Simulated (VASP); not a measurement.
Wanted: the native input for a VASP 6.6.1 run.

* Task: single point
* Functional: PBEsol
* Potentials or basis: VASP PAW PBE potentials, release 64 (Pb_d)
* Cutoff: 500 eV
* k mesh: 6 × 6 × 6
* Occupations: methfessel-paxton, width 0.05 eV
* Spin: no spin polarisation
* Dipole correction: no
* Further INCAR settings: ALGO = Normal; EDIFF = 1e-06; NBANDS = 13

The structure of Pb lies in POSCAR:

```
Pb
1.0
    3.7843200000      0.0000000000      0.0000000000
    0.0000000000      3.7843200000      0.0000000000
    0.0000000000      0.0000000000      3.7843200000
Pb
1
Direct
    0.0000000000      0.0000000000      0.0000000000
```

This isn't the form of Pb at room conditions, which is fcc.

The input as run:

INCAR

```
ALGO = Normal
EDIFF = 1E-6
ENCUT = 500
GGA = PS
GGA_COMPAT = False
ISIF = 2
ISMEAR = 1
LASPH = True
LCHARG = False
LREAL = False
LWAVE = False
NBANDS = 13
NELM = 120
PREC = Accurate
SIGMA = 0.05
```

KPOINTS

```
k-points
0
Gamma
  6 6 6
```

Potentials or basis: VASP PAW PBE potentials, release 64 (Pb_d).

Launch:

```sh
$ cat potpaw_PBE.64/Pb_d/POTCAR > POTCAR
$ mpirun -np 1 vasp_std > vasp.out
```

It gave:

The pressure is -6.3 GPa and the band gap on the k mesh is zero (bands 7 and 8 overlap by 4.16 eV).

Caveat: the cell stands under tension; the PAW data sets were made with another functional, which shifts forces and pressure a little; spin-orbit coupling is left out, which moves the levels of the heavy elements.

Wall time 12 s on 1 thread of Intel Xeon 8259CL, with other jobs on the host, peak memory 0.16 GiB.
